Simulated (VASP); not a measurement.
Here is a VASP 6.6.1 calculation.

Contents of INCAR:

```
PREC = Accurate
ENCUT = 520
EDIFF = 1E-8
ISMEAR = -1
SIGMA = 0.03
LREAL = False
LASPH = True
NELM = 60
ALGO = Normal
ISIF = 2
LWAVE = False
LCHARG = False
GGA = PS
LEFG = True
NBANDS = 20
```

KPOINTS

```
Automatic mesh
0
Gamma
  15 15 15
```

POSCAR

```
WS2
1.0
    1.5790003843      0.9116362969      6.0400634000
   -1.5790003843      0.9116362969      6.0400634000
    0.0000000000     -1.8232725938      6.0400634000
W S
1 2
Direct
    0.0000000000      0.0000000000      0.0000000000
    0.7503000000      0.7503000000      0.7503000000
    0.5810000000      0.5810000000      0.5810000000
```

Potentials or basis: VASP PAW PBE potentials, release 64 (W_sv, S).

Run with:

```sh
$ cat potpaw_PBE.64/W_sv/POTCAR potpaw_PBE.64/S/POTCAR > POTCAR
$ mpirun -np 1 vasp_std > vasp.out
```

Q: Predict the largest force.

A: 0.902 eV/Å.

Q: What does it give for the pressure?

A: 3.2 GPa.

Forces on the atoms (eV/Å):
```
W    0.000  0.000 -0.629
S    0.000  0.000  0.902
S    0.000  0.000 -0.273
```

Caveat: the cell differs from its parent crystal (zz strain of -2 %); without QUAD_EFG the Cq values of the log hold for a quadrupole moment of 1 mb, not for the nuclei; the PAW data sets were made with another functional, which shifts forces and pressure a little.
